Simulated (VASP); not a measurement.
The system is ZrH5.

```
Zr H
1.0
     4.74499   -1.46587    0.00000
     4.74499    1.46587    0.00000
    -1.72049    0.00000    5.33619
Zr H
1 5
Cartesian
  3.8847 0.0000 2.6681
  1.1042 0.0000 1.7554
  7.5879 0.0000 0.8211
  4.7450 0.0000 0.0000
  0.1816 0.0000 4.5151
  6.6653 0.0000 3.5808
```

The cell was generated, and may not be a known phase.

- Program: VASP 6.6.1
- Task: relaxation of cell and atoms
- Functional: PBE
- Potentials or basis: VASP PAW PBE potentials, release 64 (Zr_sv, H)
- Cutoff: 600 eV
- k mesh: 6 × 6 × 3
- Occupations: gaussian, width 0.2 eV
- Spin: no spin polarisation

At the start: pressure -18.7 GPa; volume 12.37 Å³/atom.

Where does the relaxation end?

Over 21 steps the energy falls by 1059.2 meV/atom and the volume is 6.31 Å³/atom (-49.0 %); space group C2/m (No. 12, to 0.1 Å) before, P6/mmm (No. 191, to 0.1 Å).

Step by step:
```csv
step,energy change (eV),largest force (eV/Å),pressure (GPa),volume (Å³)
1,0.0000,1.5814,-18.71,74.23
2,-2.3074,1.3657,-16.48,59.70
3,-1.1575,2.9477,109.30,27.03
4,-3.7962,0.7999,-7.26,47.10
5,-4.1672,0.3590,19.30,37.26
6,-4.2280,0.1887,7.22,40.50
7,-5.1881,0.1924,6.30,38.85
8,-5.4859,0.6122,11.05,36.50
9,-5.7445,0.4011,-2.48,39.92
10,-5.7599,0.5002,-5.93,41.07
11,-5.9710,0.5301,-5.52,40.75
12,-6.0846,0.5316,-3.53,40.09
13,-6.2063,0.4569,2.15,38.09
14,-6.2091,0.4420,3.64,37.68
15,-6.3066,0.1156,-0.99,38.56
16,-6.3066,0.1158,-1.02,38.56
17,-6.3288,0.1451,0.09,38.19
18,-6.3332,0.1883,0.81,37.98
19,-6.3469,0.1361,-0.32,38.21
20,-6.3496,0.0976,-1.00,38.34
21,-6.3549,0.0424,0.48,37.88
```

Final structure:
```
Zr H
1.0
     2.77962   -1.64407    0.37153
     2.77962    1.64407    0.37153
    -0.52607    0.00000    4.07394
Zr H
1 5
Direct
  0.50000 0.50000 0.50000
  0.16505 0.16505 0.25887
  0.83574 0.83574 0.26593
  0.50000 0.50000 0.00000
  0.16426 0.16426 0.73407
  0.83495 0.83495 0.74113
```

Caveat: the k points lie up to 0.51 Å⁻¹ apart in the final cell, too coarse for converged energies and pressures of a metal; the volume moved by over 15 % at a fixed basis, so the end points are rough; an odd number of electrons without spin polarisation forces a metal; a magnetic or distorted state may lie lower; the relaxation stopped at a loose force limit of 0.08 eV/Å, so its end isn't a converged minimum.
